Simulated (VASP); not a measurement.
Tl:

```
Tl
1.0
     0.00000    2.41121    2.41121
     2.41121    0.00000    2.41121
     2.41121    2.41121    0.00000
Tl
1
Direct
  0.00000 0.00000 0.00000
```

| Item | Value |
| --- | --- |
| Program | VASP 6.6.1 |
| Task | relaxation of cell and atoms |
| Functional | revPBE |
| Potentials or basis | VASP PAW PBE potentials, release 64 (Tl_d) |
| Cutoff | 600 eV |
| k mesh | 11 × 11 × 11 |
| Occupations | fermi-dirac, width 0.1 eV |
| Spin | no spin polarisation |

At the start: pressure 5.3 GPa; volume 28.04 Å³/atom.

Question: How do energy, volume and symmetry change on relaxing?

Answer: Over 4 steps the energy falls by 65.9 meV/atom and the volume is 32.77 Å³/atom (+16.9 %); space group Fm-3m (No. 225, to 0.05 Å).

The path:
```csv
step,energy change (eV),largest force (eV/Å),pressure (GPa),volume (Å³)
1,0.0000,0.0000,5.28,28.04
2,-0.0645,0.0000,0.61,31.96
3,-0.0658,0.0000,-0.13,32.95
4,-0.0659,0.0000,0.02,32.77
```

Final structure:
```
CELL_PARAMETERS angstrom
0.00000 2.53978 2.53978
2.53978 0.00000 2.53978
2.53978 2.53978 0.00000
ATOMIC_POSITIONS crystal
Tl 0.00000 0.00000 0.00000
```

Caveat: the volume moved by over 15 % at a fixed basis, so the end points are rough; the PAW data sets were made with another functional, which shifts forces and pressure a little.
